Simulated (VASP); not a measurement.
Input of a VASP 6.6.1 run:

File INCAR:

```
PREC     = Accurate       # precision mode
ENCUT    = 520            # plane-wave cutoff, eV
EDIFF    = 1E-6           # SCF threshold, eV
ISMEAR   = 0              # smearing method
SIGMA    = 0.1            # smearing width, eV
LREAL    = F              # projectors in reciprocal space
LASPH    = T              # aspherical terms in the spheres
NELM     = 100            # most SCF steps
ALGO     = Normal         # electronic algorithm
ISIF     = 2              # what is computed and relaxed
LWAVE    = F              # write WAVECAR
LCHARG   = F              # write CHGCAR
GGA      = PE             # functional
NBANDS   = 12             # bands
```

KPOINTS

```
Automatic mesh
0
Gamma
  14 10 10
```

The input POSCAR:

```
Sb
1.0
    3.1102129817      0.0000000000      0.0124382200
    0.0000000000      4.3955272917      0.0000000000
   -0.0212121891      0.0000000000      4.3959987531
Sb
2
Direct
    1.0000214635      0.7500000000      0.7499985173
   -0.0000214635      0.2500000000      0.2500014827
```

Potentials or basis: VASP PAW PBE potentials, release 64 (Sb).

Launch:

```bash
$ cat potpaw_PBE.64/Sb/POTCAR > POTCAR
$ mpirun -np 1 vasp_std > vasp.out
```

Estimate the band gap on the k mesh.

zero (band 5 reaches 12.27 eV, above the bottom of band 6 at 3.55 eV).

Predict the pressure.

0.0 GPa.

Caveat: spin-orbit coupling is left out, which moves the levels of the heavy elements.
